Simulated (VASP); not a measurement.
# Li (R-3m) in VASP: single point with PBEsol+D3(BJ)

Aim: the single point of Li with PBEsol+D3(BJ).

Everything below comes from runs of VASP 6.6.1. Logs are shortened: lines on timing, memory, paths and dates and some standing lists are left out, and cuts for length are marked.

## Step 1: The cell of the first run

Symmetry: R-3m, No. 166, trigonal system. Conventional cell: a = 4.434 Å, b = 4.434 Å, c = 14.119 Å, α = 90.00°, β = 90.00°, γ = 120.00°. Li (site symmetry 3m) has 7 Li at 2.74 to 3.21 Å within 3.6 Å. Li (site symmetry -3m) has 6 Li at 2.74 Å within 3.6 Å.

## Step 2: Single point, PBEsol+D3(BJ)

INCAR

```
ALGO = Normal
EDIFF = 1E-6
ENCUT = 520
GGA = PS
ISIF = 2
ISMEAR = 1
IVDW = 12
LASPH = True
LCHARG = False
LREAL = False
LWAVE = False
NBANDS = 12
NELM = 60
PREC = Accurate
SIGMA = 0.01
```

KPOINTS

```
k-points
0
Gamma
  6 6 6
```

POSCAR

```
Li
1.0
    2.2169470600      1.2799549800      4.7063649800
   -2.2169470600      1.2799549800      4.7063649800
    0.0000000000     -2.5599099700      4.7063649800
Li
3
Direct
    0.5977897500      0.5977897500      0.5977897500
    0.4022102500      0.4022102500      0.4022102500
    0.0000000000      0.0000000000      0.0000000000
```

Potentials or basis: VASP PAW PBE potentials, release 64 (Li_sv).

Started as:

```bash
> cat potpaw_PBE.64/Li_sv/POTCAR > POTCAR
> mpirun -np 1 vasp_std > vasp.out
```

OUTCAR:

```text
EDIFF = 1E-6
   ENCUT = 520
   GGA = PS
   ISIF = 2
   ISMEAR = 1
   IVDW = 12
   LASPH = True
   LREAL = False
   NELM = 60
   PREC = Accurate
 IVDW          = 12

 ion  position               nearest neighbor table
   1  0.598  0.598  0.598-
   2  0.402  0.402  0.402-
   3  0.000  0.000  0.000-

  LATTYP: Found a trigonal (rhomboedric) cell.
 ALAT       =     5.3575190473
 COS(alpha) =     0.6575373654

  Lattice vectors:

 A1 = (   2.2169470600,   1.2799549800,   4.7063649800)
 A2 = (  -2.2169470600,   1.2799549800,   4.7063649800)
 A3 = (   0.0000000000,  -2.5599099700,   4.7063649800)

Analysis of symmetry for initial positions (statically):
=====================================================================
 Subroutine PRICEL returns:
 Original cell was already a primitive cell.

 Routine SETGRP: Setting up the symmetry group for a
 trigonal (rhombohedral) supercell.

 Subroutine GETGRP returns: Found 12 space group operations
 (whereof 12 operations were pure point group operations)
 out of a pool of 12 trial point group operations.

The static configuration has the point symmetry D_3d.

Analysis of symmetry for dynamics (positions and initial velocities):
=====================================================================
 Subroutine PRICEL returns:
 Original cell was already a primitive cell.

 Routine SETGRP: Setting up the symmetry group for a
 trigonal (rhombohedral) supercell.

 Subroutine GETGRP returns: Found 12 space group operations
 (whereof 12 operations were pure point group operations)
 out of a pool of 12 trial point group operations.

The dynamic configuration has the point symmetry D_3d.

 Subroutine INISYM returns: Found 12 space group operations
 (whereof 12 operations are pure point group operations),
 and found     1 'primitive' translations

----------------------------------------------------------------------------------------

                                     Primitive cell

  volume of cell :      80.1285

  direct lattice vectors                    reciprocal lattice vectors
     2.216947060  1.279954980  4.706364980     0.225535381  0.130212913  0.070826070
    -2.216947060  1.279954980  4.706364980    -0.225535381  0.130212913  0.070826070
[... 93 lines left out ...]
   ISIF   =      2    stress and relaxation
   ISYM   =      2    0-nonsym 1-usesym 2-fastsym
   POTIM  = 0.5000    time-step for ionic-motion
   TEBEG  =    0.0;   TEEND  =   0.0 temperature during run
   PSTRESS=    0.0 pullay stress
   NELECT =       9.0000    total number of electrons
   NUPDOWN=      -1.0000    fix difference up-down
   EMIN   =  10.00;   EMAX   =-10.00  energy-range for DOS
   EFERMI =   0.00;   METHOD = LEGACY
   ISMEAR =     1;   SIGMA  =   0.01  broadening in eV -4-tet -1-fermi 0-gaus
   EFERMI_NEDOS =   21; number of points for ismear=-14 and -15
   IALGO  =     38    algorithm
   IMIX   =      4    mixing-type and parameters
     AMIX     =   0.40;   BMIX     =  1.00
     AMIX_MAG =   1.60;   BMIX_MAG =  1.00
  volume/ion in A,a.u.               =      26.71       180.24
  Fermi-wavevector in a.u.,A,eV,Ry     =   0.789878  1.492653  8.488775  0.623907
  Thomas-Fermi vector in A             =   1.895108
   LORBIT       =      0    0 simple, 1 ext, 2 COOP (PROOUT), +10 PAW based schemes
   GGA     = PS    functional components
   LHFCALC =     F    Hartree Fock is set to
   AEXX    =    0.0000 exact exchange contribution
   IVDW    =    12    specifies the selected vdW correction
   LEPSILON=     F    determine dielectric tensor
   LRPA    =     F    only Hartree local field effects (RPA)
 non-spin polarized calculation
 Methfessel and Paxton  Order N= 1 SIGMA  =   0.01
  energy-cutoff  :      520.00
  volume of cell :       80.13
 maximum number of plane-waves:      2170
   NGX = 19   NGY = 19   NGZ = 19

 number of electron       9.0000004 magnetization

 Free energy of the ion-electron system (eV)
  ---------------------------------------------------
  ext. energy  EPLUGINS =         0.00000000
  ---------------------------------------------------
  free energy    TOTEN  =        -4.75256842 eV

  energy without entropy =       -4.75246037  energy(sigma->0) =       -4.75253241

 E-fermi :  -0.1369     XC(G=0):  -6.3118

 val. band max:       -0.1605791815   @ k =   0.5000   0.3333   0.1667
 cond. band min:      -0.1337322920   @ k =  -0.3333   0.5000   0.1667
 fundamental gap:      0.0268468895
 Fermi energy:        -0.1368761009

 k-point     1 :       0.0000    0.0000    0.0000
  band No.  band energies     occupation
      1     -46.7613      2.00000
      2     -46.7381      2.00000
      3     -46.6996      2.00000
      4      -3.2289      2.00000
      5       1.7561      0.00000
      6       2.6076      0.00000
      7       3.9054      0.00000
      8       3.9054      0.00000
      9       5.0138      0.00000
     10       5.0138      0.00000
     11       7.5575      0.00000
     12       7.7522      0.00000
[... 331 lines left out ...]
 k-point    24 :      -0.3333    0.5000    0.1667
  band No.  band energies     occupation
      1     -46.7493      2.00000
      2     -46.7425      2.00000
      3     -46.7069      2.00000
      4      -0.8987      2.00000
      5      -0.1337      0.49593
      6       0.2519      0.00000
      7       0.9042      0.00000
      8       2.9348      0.00000
      9       5.8167      0.00000
     10       6.4588      0.00000
     11       7.9240      0.00000
     12       8.6244      0.00000

 [... further k-points ...]

------------------------ aborting loop because EDIFF is reached ----------------------------------------

 Edisp (eV)   -0.33908

 E8    (eV) :    -0.2175

  FORCE on cell =-STRESS in cart. coord.  units (eV):
  Direction    XX          YY          ZZ          XY          YZ          ZX
  --------------------------------------------------------------------------------------
  -------------------------------------------------------------------------------------
  Total      -0.52685    -0.52685    -0.05359     0.00000     0.00000     0.00000
  in kB     -10.53449   -10.53449    -1.07161     0.00000     0.00000     0.00000
  external pressure =       -7.38 kB  Pullay stress =        0.00 kB

 VOLUME and BASIS-vectors are now :
 -----------------------------------------------------------------------------
  energy-cutoff  :      520.00
  volume of cell :       80.13
      direct lattice vectors                 reciprocal lattice vectors
     2.216947060  1.279954980  4.706364980     0.225535381  0.130212913  0.070826070
    -2.216947060  1.279954980  4.706364980    -0.225535381  0.130212913  0.070826070
     0.000000000 -2.559909970  4.706364980     0.000000000 -0.260425826  0.070826069

 POSITION                                       TOTAL-FORCE (eV/Angst)
 -----------------------------------------------------------------------------------
      0.00000     -0.00000      8.44025         0.000000      0.000000     -0.100611
      0.00000     -0.00000      5.67884         0.000000     -0.000000      0.100611
      0.00000      0.00000      0.00000         0.000000      0.000000     -0.000000
 -----------------------------------------------------------------------------------
    total drift:                                0.000000     -0.000000     -0.000000

  FREE ENERGIE OF THE ION-ELECTRON SYSTEM (eV)
  ---------------------------------------------------
  free  energy   TOTEN  =        -5.0916468110 eV

  energy  without entropy=       -5.0915387617  energy(sigma->0) =       -5.09161079
```

OSZICAR:

```text
N       E                     dE             d eps       ncg     rms          rms(c)
DAV:   1     0.247537355360E+02    0.24754E+02   -0.34726E+03   768   0.626E+02
DAV:   2     0.207306599541E+01   -0.22681E+02   -0.22208E+02   900   0.143E+02
DAV:   3    -0.470463814795E+01   -0.67777E+01   -0.67271E+01  1488   0.367E+01
DAV:   4    -0.483167671656E+01   -0.12704E+00   -0.12691E+00   968   0.941E+00
DAV:   5    -0.483652417956E+01   -0.48475E-02   -0.48472E-02  1228   0.140E+00    0.983E-01
DAV:   6    -0.477472996094E+01    0.61794E-01   -0.55259E-02   940   0.716E-01    0.519E-01
DAV:   7    -0.475241417102E+01    0.22316E-01   -0.56570E-02   952   0.833E-01    0.109E-01
DAV:   8    -0.475255632748E+01   -0.14216E-03   -0.23816E-03  1216   0.311E-01    0.608E-02
DAV:   9    -0.475256495141E+01   -0.86239E-05   -0.10614E-04  1048   0.865E-02    0.206E-02
DAV:  10    -0.475256883188E+01   -0.38805E-05   -0.38991E-05  1252   0.546E-02    0.838E-03
DAV:  11    -0.475256842271E+01    0.40916E-06   -0.39171E-06   968   0.182E-02
   1 F= -.50916468E+01 E0= -.50916108E+01  d E =-.108049E-03
```

Run time: 16 s. Hardware: 1 thread of Intel Xeon 6975P-C (Granite Rapids), shared host; peak memory 0.21 GiB.

What came out:

```
Free energy                : -5.0916 eV
Largest force              : 0.101 eV/Å
Dispersion energy per atom : -0.113 eV
```

Forces in eV/Å, atoms in the order of the input:
```
Li   0.000  0.000 -0.101
Li   0.000  0.000  0.101
Li   0.000  0.000  0.000
```

Caveat: the cutoff is under 1.25 times the usual one of these potentials, so pressure, stress and relaxed cells hold a basis-set (Pulay) error; the PAW data sets were made with another functional, which shifts forces and pressure a little; pairwise dispersion overbinds metals, which lowers pressure and volume.
